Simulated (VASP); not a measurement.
# KBr (Cmcm) in VASP: single point with r2SCAN

Aim: the single point of KBr with r2SCAN.

Everything below comes from runs of VASP 6.6.1. Logs are shortened: lines on timing, memory, paths and dates and some standing lists are left out, and cuts for length are marked.

### Step 1. The cell of the first run

Symmetry: Cmcm, No. 63, orthorhombic system. Conventional cell: a = 5.759 Å, b = 9.732 Å, c = 6.554 Å, α = 90.00°, β = 90.00°, γ = 90.00°. K (site symmetry m2m) has 5 Br at 3.28 to 3.29 Å within 4.3 Å. Br (site symmetry m2m) has 5 K at 3.28 to 3.29 Å within 4.3 Å.

### Step 2. Single point, r2SCAN (uniaxial x strain +2.5%)

POSCAR reads:

```
KBr
1.0
    5.7590458888      0.0000000000      0.0000000000
   -2.8795229444      4.8658341866      0.0000000000
    0.0000000000      0.0000000000      6.5538300477
K Br
2 2
Direct
    0.3314544287      0.6629088574     -0.0625000000
    0.6685455713      0.3370911426      0.4375000000
    0.3312480962      0.6624961923      0.4375000000
    0.6687519038      0.3375038077      0.9375000000
```

INCAR.step1 reads:

```
SYSTEM = KBr
  PREC = Accurate
  ENCUT = 520
  ISMEAR = 0
  SIGMA = 0.01
  LREAL = .False.
  LASPH = .True.
  NELM = 100
  NBANDS = 24
  GGA = PE
  ALGO = Normal
  EDIFF = 1E-4
  LWAVE = .True.
  LCHARG = .False.
```

INCAR.step2 reads:

```
SYSTEM = KBr
  PREC = Accurate
  ENCUT = 520
  EDIFF = 1E-7
  ISMEAR = 0
  SIGMA = 0.01
  LREAL = .False.
  LASPH = .True.
  NELM = 100
  ALGO = Normal
  ISIF = 2
  LWAVE = .False.
  LCHARG = .False.
  METAGGA = R2SCAN
  LMIXTAU = .True.
  NBANDS = 24
  ISTART = 1
```

KPOINTS reads:

```
Automatic mesh
0
Gamma
  6 6 4
  0 0 0
```

Potentials or basis: VASP PAW PBE potentials, release 64 (K_sv, Br).

Launch:

```sh
$ cat potpaw_PBE.64/K_sv/POTCAR potpaw_PBE.64/Br/POTCAR > POTCAR
$ cp INCAR.step1 INCAR
$ mpirun -np 1 vasp_std > vasp.out
$ cp INCAR.step2 INCAR
$ mpirun -np 1 vasp_std > vasp.out
```

OUTCAR:

```text
SYSTEM = KBr
   PREC = Accurate
   ENCUT = 520
   EDIFF = 1E-7
   ISMEAR = 0
   LREAL = .False.
   LASPH = .True.
   NELM = 100
   ISIF = 2
   METAGGA = R2SCAN
   ISTART = 1

 ion  position               nearest neighbor table
   1  0.331  0.663  0.938-   3 3.28   3 3.28   4 3.28   4 3.29   4 3.29
   2  0.669  0.337  0.438-   4 3.28   4 3.28   3 3.28   3 3.29   3 3.29
   3  0.331  0.662  0.438-   1 3.28   1 3.28   2 3.28   2 3.29   2 3.29
   4  0.669  0.338  0.938-   2 3.28   2 3.28   1 3.28   1 3.29   1 3.29

  Warning from LATTYP: Monoclinic adjustment (A1->A3, A2->A1, A3->A2)!
  LATTYP: Found a base centered orthorhombic cell.
 ALAT       =     5.7590458888
 B/A-ratio  =     1.6898056659
 C/A-ratio  =     1.1380062209

  Lattice vectors:

 A1 = (   2.8795229444,  -4.8658341866,   0.0000000000)
 A2 = (   2.8795229444,   4.8658341866,   0.0000000000)
 A3 = (   0.0000000000,   0.0000000000,   6.5538300477)

Analysis of symmetry for initial positions (statically):
=====================================================================
 Subroutine PRICEL returns:
 Original cell was already a primitive cell.

 Routine SETGRP: Setting up the symmetry group for a
 base centered orthorhombic supercell.

 Subroutine GETGRP returns: Found  8 space group operations
 (whereof  2 operations were pure point group operations)
 out of a pool of  8 trial point group operations.

The static configuration has the point symmetry C_1h.
 The point group associated with its full space group is D_2h.

Analysis of symmetry for dynamics (positions and initial velocities):
=====================================================================
 Subroutine PRICEL returns:
 Original cell was already a primitive cell.

 Routine SETGRP: Setting up the symmetry group for a
 base centered orthorhombic supercell.

 Subroutine GETGRP returns: Found  8 space group operations
 (whereof  2 operations were pure point group operations)
 out of a pool of  8 trial point group operations.

The dynamic configuration has the point symmetry C_1h.
 The point group associated with its full space group is D_2h.

 Subroutine INISYM returns: Found  8 space group operations
 (whereof  2 operations are pure point group operations),
 and found     1 'primitive' translations

----------------------------------------------------------------------------------------

                                     Primitive cell

  volume of cell :     183.6551

  direct lattice vectors                    reciprocal lattice vectors
     5.759045889  0.000000000  0.000000000     0.173639874  0.102757303  0.000000000
    -2.879522944  4.865834187  0.000000000     0.000000000  0.205514607  0.000000000
     0.000000000  0.000000000  6.553830048     0.000000000  0.000000000  0.152582535

  length of vectors
     5.759045889  5.654024648  6.553830048     0.201766868  0.205514607  0.152582535

  position of ions in fractional coordinates (direct lattice)
     0.331454429  0.662908857  0.937500000
     0.668545571  0.337091143  0.437500000
     0.331248096  0.662496192  0.437500000
     0.668751904  0.337503808  0.937500000

  ion indices of the primitive-cell ions
   primitive index   ion index
                 1           1
                 2           2
                 3           3
                 4           4

----------------------------------------------------------------------------------------

 KPOINTS: Automatic mesh

Automatic generation of k-mesh.
 Grid dimensions read from file:
 generate k-points for:    6    6    4

 Generating k-lattice:

  Cartesian coordinates                     Fractional coordinates (reciprocal lattice)
     0.028939979  0.017126217  0.000000000     0.166666667 -0.000000000  0.000000000
     0.000000000  0.034252434  0.000000000     0.000000000  0.166666667  0.000000000
     0.000000000  0.000000000  0.038145634     0.000000000  0.000000000  0.250000000

  Length of vectors
     0.033627811  0.034252434  0.038145634

  Shift w.r.t. Gamma in fractional coordinates (k-lattice)
     0.000000000  0.000000000  0.000000000

 Subroutine IBZKPT returns following result:
 ===========================================

 Found     39 irreducible k-points:

 Following reciprocal coordinates:
            Coordinates               Weight
  0.000000  0.000000  0.000000      1.000000
  0.166667  0.000000  0.000000      4.000000
  0.333333  0.000000  0.000000      4.000000
  0.500000  0.000000  0.000000      2.000000
  0.000000  0.166667  0.000000      2.000000
  0.166667  0.166667  0.000000      4.000000
[... 16 lines left out ...]
  0.000000  0.333333  0.250000      4.000000
  0.166667  0.333333  0.250000      8.000000
 [... further k-points ...]
   k-points           NKPTS =     39   k-points in BZ     NKDIM =     39   number of bands    NBANDS=     24
   number of dos      NEDOS =    301   number of ions     NIONS =      4
   total plane-waves  NPLWV = 100800
   dimension x,y,z NGX =    48 NGY =   42 NGZ =   50
   dimension x,y,z NGXF=    96 NGYF=   84 NGZF=  100
   ions per type =               2   2
   NGX,Y,Z   is equivalent  to a cutoff of  13.86, 12.35, 12.68 a.u.
   NGXF,Y,Z  is equivalent  to a cutoff of  27.71, 24.70, 25.37 a.u.
 SYSTEM =  KBr
   PREC   = accura    normal or accurate (medium, high low for compatibility)
   ISTART =      1    job   : 0-new  1-cont  2-samecut
   ICHARG =      0    charge: 1-file 2-atom 10-const
   ISPIN  =      1    spin polarized calculation?
   LNONCOLLINEAR =      F non collinear calculations
   LSORBIT =      F    spin-orbit coupling
   LASPH  =      T    aspherical Exc in radial PAW
   ENCUT  =  520.0 eV  38.22 Ry    6.18 a.u.  10.71 10.51 12.19*2*pi/ulx,y,z
   NELM   =    100;   NELMIN=  2; NELMDL=  0     # of ELM steps
   EDIFF  = 0.1E-06   stopping-criterion for ELM
   LREAL  =      F    real-space projection
   EDIFFG = 0.1E-05   stopping-criterion for IOM
   NSW    =      0    number of steps for IOM
   IBRION =     -1    ionic relax: 0-MD 1-quasi-New 2-CG
   NFREE  =      0    steps in history (QN), initial steepest desc. (CG)
   ISIF   =      2    stress and relaxation
   ISYM   =      2    0-nonsym 1-usesym 2-fastsym
   POTIM  = 0.5000    time-step for ionic-motion
   TEBEG  =    0.0;   TEEND  =   0.0 temperature during run
   PSTRESS=    0.0 pullay stress
   NELECT =      32.0000    total number of electrons
   NUPDOWN=      -1.0000    fix difference up-down
   EMIN   =  10.00;   EMAX   =-10.00  energy-range for DOS
   EFERMI =   0.00;   METHOD = LEGACY
   ISMEAR =     0;   SIGMA  =   0.01  broadening in eV -4-tet -1-fermi 0-gaus
   EFERMI_NEDOS =   21; number of points for ismear=-14 and -15
   IALGO  =     38    algorithm
   IMIX   =      4    mixing-type and parameters
     AMIX     =   0.40;   BMIX     =  1.00
     AMIX_MAG =   1.60;   BMIX_MAG =  1.00
  volume/ion in A,a.u.               =      45.91       309.84
  Fermi-wavevector in a.u.,A,eV,Ry     =   0.914374  1.727916 11.375554  0.836080
  Thomas-Fermi vector in A             =   2.038993
   LORBIT       =      0    0 simple, 1 ext, 2 COOP (PROOUT), +10 PAW based schemes
   METAGGA = R2SCAN    functional components
   LHFCALC =     F    Hartree Fock is set to
   AEXX    =    0.0000 exact exchange contribution
   IVDW    =     0    specifies the selected vdW correction
   LEPSILON=     F    determine dielectric tensor
   LRPA    =     F    only Hartree local field effects (RPA)
 non-spin polarized calculation
 Gauss-broadening in eV      SIGMA  =   0.01
  energy-cutoff  :      520.00
  volume of cell :      183.66
 maximum number of plane-waves:      5004
 NGX is ok and might be reduce to    48
   NGX = 21   NGY = 21   NGZ = 25

 number of electron      32.0000001 magnetization

 Free energy of the ion-electron system (eV)
  ---------------------------------------------------
  ext. energy  EPLUGINS =         0.00000000
  ---------------------------------------------------
  free energy    TOTEN  =       -46.22394015 eV

  energy without entropy =      -46.22394015  energy(sigma->0) =      -46.22394015

 E-fermi :  -2.9218     XC(G=0):  -6.5359

 val. band max:       -2.9955349764   @ k =   0.0000   0.0000   0.0000
 cond. band min:       1.7398084942   @ k =   0.0000   0.0000   0.0000
 fundamental gap:      4.7353434706
 Fermi energy:        -2.9217750815

 k-point     1 :       0.0000    0.0000    0.0000
  band No.  band energies     occupation
      1     -32.0864      2.00000
      2     -32.0807      2.00000
      3     -15.6306      2.00000
      4     -15.5477      2.00000
      5     -14.8460      2.00000
      6     -14.8368      2.00000
[... 16 lines left out ...]
     23       5.9994      0.00000
     24       6.3259      0.00000

 k-point     2 :       0.1667    0.0000    0.0000
  band No.  band energies     occupation
      1     -32.0860      2.00000
      2     -32.0810      2.00000
      3     -15.6598      2.00000
      4     -15.5917      2.00000
      5     -14.8418      2.00000
      6     -14.8385      2.00000
[... 16 lines left out ...]
     23       5.9646      0.00000
     24       6.2636      0.00000

 k-point     3 :       0.3333    0.0000    0.0000
  band No.  band energies     occupation
      1     -32.0849      2.00000
      2     -32.0817      2.00000
      3     -15.7091      2.00000
      4     -15.6696      2.00000
      5     -14.8426      2.00000
      6     -14.8309      2.00000
[... 16 lines left out ...]
     23       6.0442      0.00000
     24       6.2215      0.00000
[... 514 lines left out ...]
 k-point    23 :       0.0000    0.3333    0.2500
  band No.  band energies     occupation
      1     -32.0844      2.00000
      2     -32.0821      2.00000
      3     -15.7549      2.00000
      4     -15.7300      2.00000
      5     -14.8359      2.00000
      6     -14.8111      2.00000
[... 16 lines left out ...]
     23       6.2151      0.00000
     24       6.6351      0.00000

 k-point    24 :       0.1667    0.3333    0.2500
  band No.  band energies     occupation
      1     -32.0838      2.00000
      2     -32.0825      2.00000
      3     -15.7747      2.00000
      4     -15.7611      2.00000
      5     -14.8407      2.00000
      6     -14.8134      2.00000
[... 16 lines left out ...]
     23       6.1909      0.00000
     24       6.5563      0.00000

 [... further k-points ...]

------------------------ aborting loop because EDIFF is reached ----------------------------------------

  FORCE on cell =-STRESS in cart. coord.  units (eV):
  Direction    XX          YY          ZZ          XY          YZ          ZX
  --------------------------------------------------------------------------------------
  -------------------------------------------------------------------------------------
  Total       -0.4127971     -0.3583244     -0.0911419     -0.0000000      0.0000000      0.0000000
  in kB       -3.6011746     -3.1259641     -0.7951071     -0.0000000      0.0000000      0.0000000
  external PRESSURE =      -2.5074153 kB  Pullay stress =       0.0000000 kB

 VOLUME and BASIS-vectors are now :
 -----------------------------------------------------------------------------
  energy-cutoff  :      520.00
  volume of cell :      183.66
      direct lattice vectors                 reciprocal lattice vectors
     5.759045889  0.000000000  0.000000000     0.173639874  0.102757303  0.000000000
    -2.879522944  4.865834187  0.000000000     0.000000000  0.205514607  0.000000000
     0.000000000  0.000000000  6.553830048     0.000000000  0.000000000  0.152582535

 POSITION                                       TOTAL-FORCE (eV/Angst)
 -----------------------------------------------------------------------------------
      0.00000      3.22560      6.14422         0.000000     -0.001184      0.000000
      2.87952      1.64023      2.86730        -0.000000      0.001184      0.000000
      0.00000      3.22360      2.86730         0.000000      0.000452      0.000000
      2.87952      1.64224      6.14422        -0.000000     -0.000452      0.000000
 -----------------------------------------------------------------------------------
    total drift:                               -0.000000      0.000000     -0.000569

  FREE ENERGIE OF THE ION-ELECTRON SYSTEM (eV)
  ---------------------------------------------------
  free  energy   TOTEN  =       -46.2239401549 eV

  energy  without entropy=      -46.2239401549  energy(sigma->0) =      -46.22394015
```

It took 9.3 min on 1 thread of Intel Xeon Platinum 8488C (Sapphire Rapids), shared host; peak memory 0.43 GiB.

Results:

| Item | Value |
| --- | --- |
| Free energy | -46.2239 eV |
| Pressure | -0.3 GPa |
| Band gap on the k mesh | 4.74 eV |

Levels at points of the mesh, in eV from the valence-band top:
```
           k point  band 13  band 14  band 15  band 16  band 17  band 18  band 19  band 20
(0.00, 0.00, 0.00)    -0.46    -0.27    -0.26     0.00     4.74     7.79     8.01     8.11
(0.50, 0.00, 0.00)    -0.45    -0.43    -0.24    -0.14     6.42     7.09     7.24     7.48
(0.00, 0.50, 0.00)    -0.44    -0.41    -0.24    -0.14     6.47     7.13     7.18     7.39
(0.00, 0.00, 0.50)    -0.39    -0.39    -0.38    -0.38     5.99     5.99     8.91     8.91
(0.50, 0.00, 0.50)    -0.34    -0.34    -0.26    -0.26     6.74     6.74     8.46     8.46
(0.00, 0.50, 0.50)    -0.35    -0.35    -0.26    -0.26     6.76     6.76     8.56     8.56
```

Caveat: the cell differs from its parent crystal (uniaxial x strain +2.5%); the PAW data sets were made with another functional, which shifts forces and pressure a little. A k mesh can miss the band edges.
